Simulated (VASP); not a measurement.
Input of a VASP 6.6.1 run:

Contents of INCAR:

```
SYSTEM = K2ICl
ALGO     = Normal         ! electronic algorithm
EDIFF    = 1E-7           ! SCF threshold, eV
ENCUT    = 520            ! plane-wave cutoff, eV
GGA      = PE             ! functional
ISIF     = 2              ! what is computed and relaxed
ISMEAR   = 0              ! smearing method
LASPH    = .True.         ! aspherical terms in the spheres
LCHARG   = .False.        ! write CHGCAR
LREAL    = .False.        ! projectors in reciprocal space
LWAVE    = .False.        ! write WAVECAR
NBANDS   = 24             ! bands
NELM     = 60             ! most SCF steps
PREC     = Accurate       ! precision mode
SIGMA    = 0.01           ! smearing width, eV
```

File KPOINTS:

```
k-points
0
Gamma
  6 6 6
  0 0 0
```

Contents of POSCAR:

```
K2ICl
1.0
    2.4126416367      1.3929392984      7.9597096560
   -2.4126416367      1.3929392984      7.9597096560
    0.0000000000     -2.7858785968      7.9597096560
Cl I K
1 1 2
Direct
    1.0000000000      0.0000000000      0.0000000000
    0.5000000000      0.5000000000      0.5000000000
    0.2593657158      0.2593657158      0.2593657158
    0.7406342842      0.7406342842      0.7406342842
```

Potentials or basis: VASP PAW PBE potentials, release 64 (Cl, I, K_sv).

Command:

```sh
$ cat potpaw_PBE.64/Cl/POTCAR potpaw_PBE.64/I/POTCAR potpaw_PBE.64/K_sv/POTCAR > POTCAR
$ mpirun -np 1 vasp_std > vasp.out
```

Problem. What does it give for the pressure?

Solution. -0.3 GPa.

Problem. Estimate the largest force.

Solution. 0.014 eV/Å.

Forces on the atoms (eV/Å):
```
Cl   0.000  0.000  0.000
I    0.000  0.000  0.000
K    0.000  0.000 -0.014
K    0.000  0.000  0.014
```
